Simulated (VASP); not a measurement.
## P: relaxation of the atoms with PBE+D3(BJ)

The system is P, a slab with vacuum.

```xyz
2
Lattice="3.3191 0.0000 0.0000 -1.6596 2.8745 0.0000 0.0000 0.0000 28.0000" Properties=species:S:1:pos:R:3 pbc="T T T"
P     0.0000    1.9163   14.6226
P     1.6596    0.9582   13.3774
```

This cell differs from its parent crystal: biaxial strain +0.020.

```
Program                : VASP 6.6.1
Task                   : relaxation of the atoms
Functional             : PBE
Dispersion             : D3(BJ)
Potentials or basis    : VASP PAW PBE potentials, release 64 (P)
Cutoff                 : 520 eV
k mesh                 : 9 × 9 × 1
Occupations            : gaussian, width 0.02 eV
Spin                   : no spin polarisation
Dipole correction      : yes
Further INCAR settings : ALGO = Normal; EDIFF = 1e-07; IBRION = 2; EDIFFG = -0.01; NSW = 60
```

- Energy gained by relaxing: 1.4 meV/atom
- Ionic steps: 3
- Band gap on the k mesh: 1.89 eV (least direct gap 2.16 eV)
- Dispersion energy per atom: -0.205 eV

The path:
```
step  energy change (eV)  largest force (eV/Å)  pressure (GPa)
   1              0.0000                0.2991           -0.53
   2             -0.0022                0.1503           -0.36
   3             -0.0029                0.0007           -0.41
```

Final structure:
```
CELL_PARAMETERS angstrom
3.31914 0.00000 0.00000
-1.65957 2.87446 0.00000
0.00000 0.00000 28.00000
ATOMIC_POSITIONS crystal
P 0.33333 0.66667 0.52189
P 0.66667 0.33333 0.47811
```

Levels at points of the mesh, in eV from the valence-band top:
```tsv
k point	band 3	band 4	band 5	band 6	band 7	band 8
(0.00, 0.00, 0.00)	-0.30	-0.30	-0.28	3.44	3.75	3.75
```

Wall time 3.2 min on 1 thread of Intel(R) Xeon(R) Platinum 8259CL CPU @ 2.50GHz (Skylake/Cascade Lake), with other jobs on the host, peak memory 0.41 GiB.

Caveat: the cell differs from its parent crystal (biaxial strain +0.020).
